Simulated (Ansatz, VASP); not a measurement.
## Te: VASP beside Ansatz

INCAR

```
SYSTEM = Te
ALGO     = Normal         ! electronic algorithm
EDIFF    = 1E-6           ! SCF threshold, eV
EDIFFG   = -0.01          ! ionic threshold
ENCUT    = 600            ! plane-wave cutoff, eV
GGA      = PS             ! functional
IBRION   = 2              ! ionic algorithm
ISIF     = 3              ! what is computed and relaxed
ISMEAR   = -1             ! smearing method
LASPH    = .TRUE.         ! aspherical terms in the spheres
LCHARG   = .FALSE.        ! write CHGCAR
LREAL    = .FALSE.        ! projectors in reciprocal space
LWAVE    = .FALSE.        ! write WAVECAR
NELM     = 100            ! most SCF steps
NSW      = 80             ! ionic steps
PREC     = Accurate       ! precision mode
SIGMA    = 0.1            ! smearing width, eV
```

Contents of KPOINTS:

```
k-points
0
G
  11 11 11
  0 0 0
```

File POSCAR:

```
Te
1.0
   -1.9317963558      1.9317963558      1.9317963558
    1.9317963558     -1.9317963558      1.9317963558
    1.9317963558      1.9317963558     -1.9317963558
Te
1
Direct
    0.0000000000      0.0000000000      0.0000000000
```

Input for Ansatz:

```yaml
crystal:
  lattice:
    - [-1.9317963558, 1.9317963558, 1.9317963558]
    - [1.9317963558, -1.9317963558, 1.9317963558]
    - [1.9317963558, 1.9317963558, -1.9317963558]
  atoms:
    - { symbol: Te, position: [0.0, 0.0, 0.0] }
hamiltonian:
  xc: pbesol
  pseudopotentials:
    kind: paw
    azcp:
      Te: "pseudopotentials/Te.paw.azcp"
basis:
  ecutwfc: 420
  fft_grid_basis: typed
kpoints:
  mp_grid: { grid: [11, 11, 11], shift: [0, 0, 0] }
magnetization:
  spin_polarized: false
scf:
  occupations: { method: fermi_dirac, width: 0.1 }
relax:
  max_steps: 60
  f_tol: 0.01
  cell: {}
output:
  write_density: true
  write_potential: true
  elf: true
  volumetric_format: npy
```

Alike in both runs: task relaxation of cell and atoms; functional PBEsol; k mesh 11 × 11 × 11; occupations fermi-dirac, width 0.1 eV; no spin polarisation.

|  | VASP | Ansatz |
| --- | --- | --- |
| version | VASP 6.6.1 | Ansatz 0.2.0 |
| potentials or method | VASP PAW PBE potentials, release 64 (Te), cutoff 600 eV | plane waves (420 eV) with PAW, scalar-relativistic |
| valence electrons in the cell | 6 | 16 |

|  | VASP | Ansatz | Ansatz less VASP |
| --- | --- | --- | --- |
| relaxed volume (Å³/atom) | 27.02 | 27.02 | +0.001 |
| relaxed cell length with the largest relative difference (Å) | 3.274 | 3.274 | 0.0000 |

VASP's potentials were made for PBE, not for PBEsol, and Ansatz warns of the same on its side. VASP's potentials hold 6 valence electrons a cell and Ansatz's 16, so a difference there can come from the potentials and not from the codes.

Spin-orbit coupling is off throughout.
